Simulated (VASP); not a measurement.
A run of VASP 6.6.1 is set up as follows.

Contents of INCAR:

```
SYSTEM = Ca7Se
PREC     = Accurate       ! precision mode
ENCUT    = 520            ! plane-wave cutoff, eV
EDIFF    = 1E-7           ! SCF threshold, eV
ISMEAR   = 0              ! smearing method
SIGMA    = 0.1            ! smearing width, eV
LREAL    = .FALSE.        ! projectors in reciprocal space
LASPH    = .TRUE.         ! aspherical terms in the spheres
NELM     = 100            ! most SCF steps
ALGO     = Normal         ! electronic algorithm
ISIF     = 2              ! what is computed and relaxed
LWAVE    = .FALSE.        ! write WAVECAR
LCHARG   = .FALSE.        ! write CHGCAR
GGA      = PE             ! functional
NBANDS   = 48             ! bands
```

The input KPOINTS:

```
regular mesh
0
G
  4 4 4
  0 0 0
```

The input POSCAR:

```
Ca7Se
1.0
    0.0000000000      4.5375115400      4.5375115400
    4.5375115400      0.0000000000      4.5375115400
    4.5375115400      4.5375115400      0.0000000000
Ca Se
7 1
Direct
    0.0000000000      0.0000000000      0.5000000000
    0.5000000000      0.0000000000      0.5000000000
    0.0000000000      0.5000000000      0.5000000000
    0.5000000000      0.5000000000      0.0000000000
    0.0000000000      0.5000000000      0.0000000000
    0.5000000000      0.0000000000      0.0000000000
    0.5000000000      0.5000000000      0.5000000000
    0.0000000000      0.0000000000      0.0000000000
```

Potentials or basis: VASP PAW PBE potentials, release 64 (Ca_sv, Se).

Run with:

```sh
$ cat potpaw_PBE.64/Ca_sv/POTCAR potpaw_PBE.64/Se/POTCAR > POTCAR
$ mpirun -np 1 vasp_std > vasp.out
```

(1) Estimate the band gap on the k mesh.

(2) What does it give for the pressure?

Answers

(1) zero (bands 38 and 39 overlap by 1.40 eV).

(2) 19.2 GPa.

Caveat: the cell stands under pressure.
